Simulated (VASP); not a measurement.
# SnSe (Pnma) in VASP: settings compared, part 2 of 2

VASP 6.6.1. Earlier steps stand in the parts before.

## 4. Single point, BLYP+D3(BJ)

This run uses another cell than the first one, of 27.41 Å³/atom, 0.969 times its volume.

File INCAR:

```
SYSTEM = SnSe
PREC = Accurate
ENCUT = 520
EDIFF = 1E-7
ISMEAR = -1
SIGMA = 0.05
LREAL = .FALSE.
LASPH = .TRUE.
NELM = 100
ALGO = Normal
ISIF = 2
LWAVE = .FALSE.
LCHARG = .FALSE.
GGA = B5
ALDAX = 1.0
AGGAX = 1.0
AGGAC = 1.0
ALDAC = 0.0
IVDW = 12
VDW_S6 = 1.0
VDW_S8 = 2.6996
VDW_A1 = 0.4298
VDW_A2 = 4.2359
NBANDS = 50
```

File KPOINTS:

```
regular mesh
0
G
  3 6 6
  0 0 0
```

File POSCAR:

```
SnSe
1.0
   11.6845600630      0.0000000000      0.0000000000
    0.0000000000      4.1997353697      0.0000000000
    0.0000000000      0.0000000000      4.4681583258
Sn Se
4 4
Direct
    0.8804430172      0.7500000000      0.8860765108
    0.6195569828      0.2500000000      0.3860765108
    0.3804430172      0.7500000000      0.6139234892
    0.1195569828      0.2500000000      0.1139234892
    0.6438705536      0.7500000000      0.9695869409
    0.8561294464      0.2500000000      0.4695869409
    0.1438705536      0.7500000000      0.5304130591
    0.3561294464      0.2500000000      0.0304130591
```

Potentials or basis: VASP PAW PBE potentials, release 64 (Sn_d, Se).

The run is started by

```
$ cat potpaw_PBE.64/Sn_d/POTCAR potpaw_PBE.64/Se/POTCAR > POTCAR
$ mpirun -np 1 vasp_std > vasp.out
```

OUTCAR:

```text
SYSTEM = SnSe
   PREC = Accurate
   ENCUT = 520
   EDIFF = 1E-7
   ISMEAR = -1
   LREAL = .FALSE.
   LASPH = .TRUE.
   NELM = 100
   ISIF = 2
   GGA = B5
   IVDW = 12
 IVDW          = 12

 ion  position               nearest neighbor table
   1  0.880  0.750  0.886-   5 2.79   6 2.82   6 2.82   4 3.64   4 3.64
   2  0.620  0.250  0.386-   6 2.79   5 2.82   5 2.82   3 3.64   3 3.64
   3  0.380  0.750  0.614-   7 2.79   8 2.82   8 2.82   2 3.64   2 3.64
   4  0.120  0.250  0.114-   8 2.79   7 2.82   7 2.82   1 3.64   1 3.64
   5  0.644  0.750  0.970-   1 2.79   2 2.82   2 2.82
   6  0.856  0.250  0.470-   2 2.79   1 2.82   1 2.82
   7  0.144  0.750  0.530-   3 2.79   4 2.82   4 2.82
   8  0.356  0.250  0.030-   4 2.79   3 2.82   3 2.82

  LATTYP: Found a simple orthorhombic cell.
 ALAT       =     4.1997353697
 B/A-ratio  =     1.0639142547
 C/A-ratio  =     2.7822134098

  Lattice vectors:

 A1 = (   0.0000000000,   4.1997353697,   0.0000000000)
 A2 = (   0.0000000000,   0.0000000000,   4.4681583258)
 A3 = (  11.6845600630,   0.0000000000,   0.0000000000)

Analysis of symmetry for initial positions (statically):
=====================================================================
 Subroutine PRICEL returns:
 Original cell was already a primitive cell.

 Routine SETGRP: Setting up the symmetry group for a
 simple orthorhombic supercell.

 Subroutine GETGRP returns: Found  8 space group operations
 (whereof  2 operations were pure point group operations)
 out of a pool of  8 trial point group operations.

The static configuration has the point symmetry S_2 .
 The point group associated with its full space group is D_2h.

Analysis of symmetry for dynamics (positions and initial velocities):
=====================================================================
 Subroutine PRICEL returns:
 Original cell was already a primitive cell.

[... 142 lines left out ...]
  Fermi-wavevector in a.u.,A,eV,Ry     =   1.169815  2.210630 18.619128  1.368467
  Thomas-Fermi vector in A             =   2.306282
   LORBIT       =      0    0 simple, 1 ext, 2 COOP (PROOUT), +10 PAW based schemes
   GGA     = B5    functional components
   LHFCALC =     F    Hartree Fock is set to
   AEXX    =    0.0000 exact exchange contribution
   IVDW    =    12    specifies the selected vdW correction
   LEPSILON=     F    determine dielectric tensor
   LRPA    =     F    only Hartree local field effects (RPA)
 non-spin polarized calculation
  energy-cutoff  :      520.00
  volume of cell :      219.26
 maximum number of plane-waves:      5933
 NGX is ok and might be reduce to    90
   NGX = 43   NGY = 15   NGZ = 17

 number of electron      80.0000009 magnetization

 Free energy of the ion-electron system (eV)
  ---------------------------------------------------
  ext. energy  EPLUGINS =         0.00000000
  ---------------------------------------------------
  free energy    TOTEN  =       -27.90883024 eV

  energy without entropy =      -27.90878718  energy(sigma->0) =      -27.90880871

 E-fermi :   5.8931     XC(G=0):  -8.9735

 val. band max:        5.5617990986   @ k =   0.0000   0.0000   0.3333
 cond. band min:       6.2269632422   @ k =   0.0000   0.3333   0.0000
 fundamental gap:      0.6651641436
 Fermi energy:         5.8931412544

 k-point     1 :       0.0000    0.0000    0.0000
  band No.  band energies     occupation
      1     -15.7407      2.00000
      2     -15.7282      2.00000
      3     -15.7265      2.00000
      4     -15.7235      2.00000
      5     -15.7214      2.00000
      6     -15.7204      2.00000
[... 1261 lines left out ...]
     49      10.9158      0.00000
     50      10.9334      0.00000

 [... further k-points ...]

------------------------ aborting loop because EDIFF is reached ----------------------------------------

 Edisp (eV)   -6.55106

 E8    (eV) :    -4.8962

  FORCE on cell =-STRESS in cart. coord.  units (eV):
  Direction    XX          YY          ZZ          XY          YZ          ZX
  --------------------------------------------------------------------------------------
  -------------------------------------------------------------------------------------
  Total       0.19327     0.14111     0.19007     0.00000     0.00000     0.00000
  in kB       1.41228     1.03111     1.38890     0.00000     0.00000     0.00000
  external pressure =        1.28 kB  Pullay stress =        0.00 kB

 VOLUME and BASIS-vectors are now :
 -----------------------------------------------------------------------------
  energy-cutoff  :      520.00
  volume of cell :      219.26
      direct lattice vectors                 reciprocal lattice vectors
    11.684560063  0.000000000  0.000000000     0.085583025  0.000000000  0.000000000
     0.000000000  4.199735370  0.000000000     0.000000000  0.238110241  0.000000000
     0.000000000  0.000000000  4.468158326     0.000000000  0.000000000  0.223805856

 POSITION                                       TOTAL-FORCE (eV/Angst)
 -----------------------------------------------------------------------------------
     10.28759      3.14980      3.95913         0.023526      0.000000      0.018440
      7.23925      1.04993      1.72505        -0.023526     -0.000000      0.018440
      4.44531      3.14980      2.74311         0.023526     -0.000000     -0.018440
      1.39697      1.04993      0.50903        -0.023526     -0.000000     -0.018440
      7.52334      3.14980      4.33227        -0.008401      0.000000     -0.015160
     10.00350      1.04993      2.09819         0.008401      0.000000     -0.015160
      1.68106      3.14980      2.36997        -0.008401      0.000000      0.015160
      4.16122      1.04993      0.13589         0.008401     -0.000000      0.015160
 -----------------------------------------------------------------------------------
    total drift:                               -0.000000      0.000000      0.000000

  FREE ENERGIE OF THE ION-ELECTRON SYSTEM (eV)
  ---------------------------------------------------
  free  energy   TOTEN  =       -34.4598900827 eV

  energy  without entropy=      -34.4598470218  energy(sigma->0) =      -34.45986855
```

OSZICAR:

```text
N       E                     dE             d eps       ncg     rms          rms(c)
DAV:   1     0.887838511312E+03    0.88784E+03   -0.36698E+04  3386   0.205E+03
DAV:   2     0.128063264617E+03   -0.75978E+03   -0.73568E+03  3200   0.588E+02
DAV:   3    -0.177243177086E+02   -0.14579E+03   -0.13807E+03  3734   0.205E+02
DAV:   4    -0.286000493093E+02   -0.10876E+02   -0.10625E+02  3750   0.558E+01
DAV:   5    -0.289894476509E+02   -0.38940E+00   -0.38768E+00  3808   0.112E+01    0.634E+00
DAV:   6    -0.278832058698E+02    0.11062E+01   -0.20595E+00  4344   0.719E+00    0.387E+00
DAV:   7    -0.279028462425E+02   -0.19640E-01   -0.73883E-01  4072   0.282E+00    0.181E+00
DAV:   8    -0.279078914462E+02   -0.50452E-02   -0.53180E-02  4172   0.152E+00    0.417E-01
DAV:   9    -0.279084712174E+02   -0.57977E-03   -0.97562E-03  3984   0.625E-01    0.120E-01
DAV:  10    -0.279087441329E+02   -0.27292E-03   -0.13384E-03  3852   0.164E-01    0.683E-02
DAV:  11    -0.279088383742E+02   -0.94241E-04   -0.24793E-04  4338   0.908E-02    0.175E-02
DAV:  12    -0.279088293818E+02    0.89924E-05   -0.29032E-05  4142   0.294E-02    0.612E-03
DAV:  13    -0.279088302548E+02   -0.87300E-06   -0.51855E-06  4088   0.104E-02    0.212E-03
DAV:  14    -0.279088304463E+02   -0.19147E-06   -0.34083E-07  2946   0.322E-03    0.114E-03
DAV:  15    -0.279088302528E+02    0.19345E-06   -0.49502E-08  2020   0.149E-03    0.272E-04
DAV:  16    -0.279088302408E+02    0.12087E-07   -0.27030E-08  1824   0.833E-04
   1 F= -.34459890E+02 E0= -.34459869E+02  d E =-.430609E-04
```

stdout:

```text
POSCAR found type information on POSCAR SnSe
 POSCAR found :  2 types and       8 ions
 scaLAPACK will be used
 -----------------------------------------------------------------------------
|                                                                             |
|                                                                             |
|     You enforced a specific xc type in the INCAR file but a different       |
|     I HOPE YOU KNOW WHAT YOU ARE DOING!                                     |
|                                                                             |
 -----------------------------------------------------------------------------

 LDA part: xc-table for (Slater(with rela. corr.)+VWN5), standard interpolation
 POSCAR, INCAR and KPOINTS ok, starting setup
 FFT: planning ... GRIDC
 FFT: planning ... GRID_SOFT
 FFT: planning ... GRID
 WAVECAR not read
 entering main loop
```

Run time: 3.7 min. Hardware: 1 thread of AMD EPYC 9R45 (Zen 5), shared host; peak memory 0.44 GiB.

What came out:

| Property | Result |
| --- | --- |
| Free energy | -34.4599 eV |
| Pressure | 0.1 GPa |
| Largest force | 0.030 eV/Å |
| Band gap on the k mesh | 0.67 eV, indirect (least direct gap 0.86 eV) |
| Dispersion energy per atom | -0.819 eV |

Forces on the atoms (eV/Å):
```
Sn   0.024  0.000  0.018
Sn  -0.024  0.000  0.018
Sn   0.024  0.000 -0.018
Sn  -0.024  0.000 -0.018
Se  -0.008  0.000 -0.015
Se   0.008  0.000 -0.015
Se  -0.008  0.000  0.015
Se   0.008  0.000  0.015
```

Caveat: the PAW data sets were made with another functional, which shifts forces and pressure a little; spin-orbit coupling is left out, which moves the levels of the heavy elements.

## 5. Single point, revPBE

This run uses another cell than the first one, of 30.09 Å³/atom, 1.063 times its volume.

File INCAR:

```
PREC = Accurate ; ENCUT = 520
EDIFF = 1E-6 ; ISMEAR = -1
SIGMA = 0.05 ; LREAL = False
LASPH = True ; NELM = 80
ALGO = Normal ; ISIF = 2
LWAVE = False ; LCHARG = False
GGA = RE ; NBANDS = 50
```

File KPOINTS:

```
Automatic mesh
0
Gamma
  3 6 6
```

File POSCAR:

```
SnSe
1.0
   12.1094478245      0.0000000000      0.0000000000
    0.0000000000      4.2243914319      0.0000000000
    0.0000000000      0.0000000000      4.7055532357
Sn Se
4 4
Direct
    0.8745492906      0.7500000000      0.8740844698
    0.6254507094      0.2500000000      0.3740844698
    0.3745492906      0.7500000000      0.6259155302
    0.1254507094      0.2500000000      0.1259155302
    0.6478081975      0.7500000000      0.9784202594
    0.8521918025      0.2500000000      0.4784202594
    0.1478081975      0.7500000000      0.5215797406
    0.3521918025      0.2500000000      0.0215797406
```

The run is started by

```
$ cat potpaw_PBE.64/Sn_d/POTCAR potpaw_PBE.64/Se/POTCAR > POTCAR
$ mpirun -np 1 vasp_std > vasp.out
```

Wall time 4.6 min (1 thread of AMD EPYC 7R43 (Zen 3), shared host); peak memory 0.44 GiB.

The run converged. Its results:

* Free energy: -30.5398 eV
* Pressure: 0.0 GPa
* Largest force: 0.015 eV/Å
* Band gap on the k mesh: 0.88 eV, indirect (least direct gap 1.11 eV)

Forces on the atoms (eV/Å):
```
Sn   0.011  0.000  0.010
Sn  -0.011  0.000  0.010
Sn   0.011  0.000 -0.010
Sn  -0.011  0.000 -0.010
Se  -0.007  0.000 -0.010
Se   0.007  0.000 -0.010
Se  -0.007  0.000  0.010
Se   0.007  0.000  0.010
```

Levels at points of the mesh, in eV from the valence-band top:
```tsv
k point	band 37	band 38	band 39	band 40	band 41	band 42	band 43	band 44
(0.00, 0.00, 0.00)	-1.36	-1.01	-0.53	-0.31	1.02	2.77	2.91	2.97
(0.00, 0.50, 0.00)	-0.85	-0.85	-0.81	-0.81	1.24	1.24	1.33	1.33
(0.00, 0.00, 0.50)	-0.66	-0.66	-0.19	-0.19	1.39	1.39	1.74	1.74
(0.00, 0.50, 0.50)	-1.85	-1.85	-1.11	-1.11	2.72	2.72	3.07	3.07
```

Caveat: the PAW data sets were made with another functional, which shifts forces and pressure a little; spin-orbit coupling is left out, which moves the levels of the heavy elements.

## 6. Single point, BLYP

This run uses another cell than the first one, of 36.41 Å³/atom, 1.287 times its volume.

File INCAR:

```
PREC = Accurate
ENCUT = 520
EDIFF = 1E-7
ISMEAR = -1
SIGMA = 0.05
LREAL = False
LASPH = True
NELM = 100
ALGO = Normal
ISIF = 2
LWAVE = False
LCHARG = False
GGA = B5
ALDAX = 1.0
AGGAX = 1.0
AGGAC = 1.0
ALDAC = 0.0
NBANDS = 50
```

KPOINTS is that of step 5.

File POSCAR:

```
SnSe
1.0
   13.6532939794      0.0000000000      0.0000000000
    0.0000000000      4.2733481928      0.0000000000
    0.0000000000      0.0000000000      4.9925065146
Sn Se
4 4
Direct
    0.8572994138      0.7500000000      0.8062491001
    0.6427005862      0.2500000000      0.3062491001
    0.3572994138      0.7500000000      0.6937508999
    0.1427005862      0.2500000000      0.1937508999
    0.6570862935      0.7500000000      0.9310408739
    0.8429137065      0.2500000000      0.4310408739
    0.1570862935      0.7500000000      0.5689591261
    0.3429137065      0.2500000000      0.0689591261
```

Potentials or basis: VASP PAW PBE potentials, release 64 (Sn_d, Se).

The run is started by

```
$ cat potpaw_PBE.64/Sn_d/POTCAR potpaw_PBE.64/Se/POTCAR > POTCAR
$ mpirun -np 1 vasp_std > vasp.out
```

It took 7 min on 1 thread of Intel Xeon Platinum 8375C at 2.90GHz (Ice Lake), shared host; peak memory 0.59 GiB.

Results (log left out):

* Free energy: -28.5157 eV
* Pressure: 0.1 GPa
* Largest force: 0.030 eV/Å
* Band gap on the k mesh: 1.37 eV, indirect (least direct gap 1.43 eV)

Forces in eV/Å, atoms in the order of the input:
```
Sn   0.024  0.000  0.019
Sn  -0.024  0.000  0.019
Sn   0.024  0.000 -0.019
Sn  -0.024  0.000 -0.019
Se  -0.012  0.000 -0.019
Se   0.012  0.000 -0.019
Se  -0.012  0.000  0.019
Se   0.012  0.000  0.019
```

Levels at points of the mesh, in eV from the valence-band top:
| k point | band 36 | band 37 | band 38 | band 39 | band 40 | band 41 | band 42 | band 43 | band 44 | band 45 |
| --- | --- | --- | --- | --- | --- | --- | --- | --- | --- | --- |
| (0.00, 0.00, 0.00) | -1.24 | -1.13 | -0.85 | -0.24 | -0.15 | 1.37 | 2.89 | 2.92 | 2.94 | 3.09 |
| (0.00, 0.50, 0.00) | -1.45 | -0.77 | -0.77 | -0.56 | -0.56 | 1.44 | 1.44 | 1.75 | 1.75 | 2.69 |
| (0.00, 0.00, 0.50) | -1.40 | -0.34 | -0.34 | -0.17 | -0.17 | 1.58 | 1.58 | 1.84 | 1.84 | 2.78 |
| (0.00, 0.50, 0.50) | -2.44 | -1.23 | -1.23 | -0.70 | -0.70 | 2.72 | 2.72 | 3.40 | 3.40 | 4.20 |

Caveat: the PAW data sets were made with another functional, which shifts forces and pressure a little; spin-orbit coupling is left out, which moves the levels of the heavy elements.

## 7. The runs side by side

```csv
level,cell,gap on the mesh (eV),pressure (GPa),largest force (eV/Å)
r2SCAN,"a = 11.682, b = 4.125, c = 4.698 Å, 8 atoms",1.02,0.0,0.02
PBEsol,"a = 11.440, b = 4.152, c = 4.368 Å, 8 atoms",0.39,0.0,0.02
BLYP+D3(BJ),"a = 11.685, b = 4.200, c = 4.468 Å, 8 atoms",0.67,0.1,0.03
revPBE,"a = 12.109, b = 4.224, c = 4.706 Å, 8 atoms",0.88,0.0,0.01
BLYP,"a = 13.653, b = 4.273, c = 4.993 Å, 8 atoms",1.37,0.1,0.03
```

Alike in all rows: task single point; potentials or basis VASP PAW PBE potentials, release 64 (Sn_d, Se); no spin polarisation; k mesh 3 × 6 × 6; cutoff (eV) 520; smearing fermi-dirac 0.05 eV.

Caveats: the PAW data sets were made with another functional, which shifts forces and pressure a little; spin-orbit coupling is left out, which moves the levels of the heavy elements.

Total energies depend on the potentials used, so only differences within one code and one set of settings carry meaning.

## 8. Against experiment

Step 2. Against the measured gap of SnSe, 0.89 eV (indirect; 300 K; “Linear dichroism of the optical properties of SnS and SnSe van der Waals crystals”, 2024, arxiv:2409.17412), the calculated 1.02 eV is off by +0.13 eV. 2 values of this kind are on record (0.89 to 0.99 eV); this one was drawn at random. Spin-orbit coupling on Se, Sn is left out. The value is that of r2SCAN on a finite k mesh, which can miss the band edges, without temperature or zero-point motion.

Step 3. Against the measured gap of SnSe, 0.89 eV (indirect; 300 K; “Linear dichroism of the optical properties of SnS and SnSe van der Waals crystals”, 2024, arxiv:2409.17412), the calculated 0.39 eV is off by -0.50 eV. 2 values of this kind are on record (0.89 to 0.99 eV); this one was drawn at random. Spin-orbit coupling on Se, Sn is left out. The value is that of PBEsol on a finite k mesh, which can miss the band edges, without temperature or zero-point motion. Semilocal functionals fall short of measured gaps as a rule.

Step 4. Against the measured gap of SnSe, 0.89 eV (indirect; 300 K; “Linear dichroism of the optical properties of SnS and SnSe van der Waals crystals”, 2024, arxiv:2409.17412), the calculated 0.67 eV is off by -0.22 eV. 2 values of this kind are on record (0.89 to 0.99 eV); this one was drawn at random. Spin-orbit coupling on Se, Sn is left out. The value is that of BLYP+D3(BJ) on a finite k mesh, which can miss the band edges, without temperature or zero-point motion. Semilocal functionals fall short of measured gaps as a rule.

Step 5. Against the measured gap of SnSe, 0.89 eV (indirect; 300 K; “Linear dichroism of the optical properties of SnS and SnSe van der Waals crystals”, 2024, arxiv:2409.17412), the calculated 0.88 eV is off by -0.01 eV. 2 values of this kind are on record (0.89 to 0.99 eV); this one was drawn at random. Spin-orbit coupling on Se, Sn is left out. The value is that of revPBE on a finite k mesh, which can miss the band edges, without temperature or zero-point motion. Semilocal functionals fall short of measured gaps as a rule.

Step 6. Measured gap of SnSe: 0.89 eV (indirect; 300 K; “Linear dichroism of the optical properties of SnS and SnSe van der Waals crystals”, 2024, arxiv:2409.17412). This calculation gives 1.37 eV (+0.48 eV). 2 values of this kind are on record (0.89 to 0.99 eV); this one was drawn at random. Spin-orbit coupling on Se, Sn is left out. The value is that of BLYP on a finite k mesh, which can miss the band edges, without temperature or zero-point motion.
